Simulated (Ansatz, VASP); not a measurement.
# One calculation of MgC3N3, two programs

Contents of INCAR:

```
PREC = Accurate ; ENCUT = 750
EDIFF = 1E-6 ; ISMEAR = 0
SIGMA = 0.1 ; LREAL = F
LASPH = T ; NELM = 120
ALGO = Normal ; ISIF = 2
LWAVE = F ; LCHARG = T
GGA = PE ; LELF = T
LVHAR = T ; NBANDS = 50
GGA_COMPAT = F
```

The input KPOINTS:

```
regular mesh
0
Gamma
  4 4 4
```

POSCAR

```
MgC3N3
1.0
    0.0000000000      5.2250000000      5.2250000000
    5.2250000000      0.0000000000      5.2250000000
    5.2250000000      5.2250000000      0.0000000000
Mg C N
2 6 6
Direct
    0.0000000000      0.0000000000      0.0000000000
    0.5000000000      0.5000000000      0.5000000000
    0.8105263200      0.1894736800      0.1894736800
    0.1894736800      0.8105263200      0.1894736800
    0.1894736800      0.1894736800      0.8105263200
    0.1894736800      0.8105263200      0.8105263200
    0.8105263200      0.1894736800      0.8105263200
    0.8105263200      0.8105263200      0.1894736800
    0.6985645900      0.3014354100      0.3014354100
    0.3014354100      0.6985645900      0.3014354100
    0.3014354100      0.3014354100      0.6985645900
    0.3014354100      0.6985645900      0.6985645900
    0.6985645900      0.3014354100      0.6985645900
    0.6985645900      0.6985645900      0.3014354100
```

Input for Ansatz:

```yaml
crystal:
  lattice:
    - [0.0, 5.225, 5.225]
    - [5.225, 0.0, 5.225]
    - [5.225, 5.225, 0.0]
  atoms:
    - { symbol: Mg, position: [0.0, 0.0, 0.0] }
    - { symbol: Mg, position: [0.5, 0.5, 0.5] }
    - { symbol: C, position: [0.81052632, 0.18947368, 0.18947368] }
    - { symbol: C, position: [0.18947368, 0.81052632, 0.18947368] }
    - { symbol: C, position: [0.18947368, 0.18947368, 0.81052632] }
    - { symbol: C, position: [0.18947368, 0.81052632, 0.81052632] }
    - { symbol: C, position: [0.81052632, 0.18947368, 0.81052632] }
    - { symbol: C, position: [0.81052632, 0.81052632, 0.18947368] }
    - { symbol: "N", position: [0.69856459, 0.30143541, 0.30143541] }
    - { symbol: "N", position: [0.30143541, 0.69856459, 0.30143541] }
    - { symbol: "N", position: [0.30143541, 0.30143541, 0.69856459] }
    - { symbol: "N", position: [0.30143541, 0.69856459, 0.69856459] }
    - { symbol: "N", position: [0.69856459, 0.30143541, 0.69856459] }
    - { symbol: "N", position: [0.69856459, 0.69856459, 0.30143541] }
basis:
  ecutwfc: 420
kpoints:
  mp_grid: { grid: [4, 4, 4] }
hamiltonian:
  xc: pbe
scf:
  occupations: { method: gaussian, width: 0.1 }
  lower_state_search: "off"
output:
  forces: true
  stress: true
  eigenvalues: true
```

Alike in both runs: task single point; functional PBE; k mesh 4 × 4 × 4; occupations gaussian, width 0.1 eV; no spin polarisation.

|  | VASP | Ansatz |
| --- | --- | --- |
| version | VASP 6.6.1 | Ansatz 0.2.0 |
| potentials or method | VASP PAW PBE potentials, release 64 (Mg_sv, C, N), cutoff 750 eV | scalar-relativistic, plane waves, PAW |
| valence electrons in the cell | 74 | 74 |

VASP gave:

| Property | Result |
| --- | --- |
| gap on the k mesh at the Fermi level (eV) | none |
| pressure (GPa) | 7.4 |
| rms of the force components (eV/Å) | 1.003 |

**Question.** Which values does Ansatz return?

**Answer.** gap on the k mesh at the Fermi level (eV): none; pressure (GPa): 7.1; rms of the force components (eV/Å): 1.171.

Atom by atom the forces differ by 0.191 eV/Å (rms over components). A gap of «none» marks a metal or a gap that the smearing closes. With one functional, cell and mesh, what is left measures potentials, basis and numerics.

Noted on VASP's run: the standard files for N, O and F lose accuracy on very short bonds.
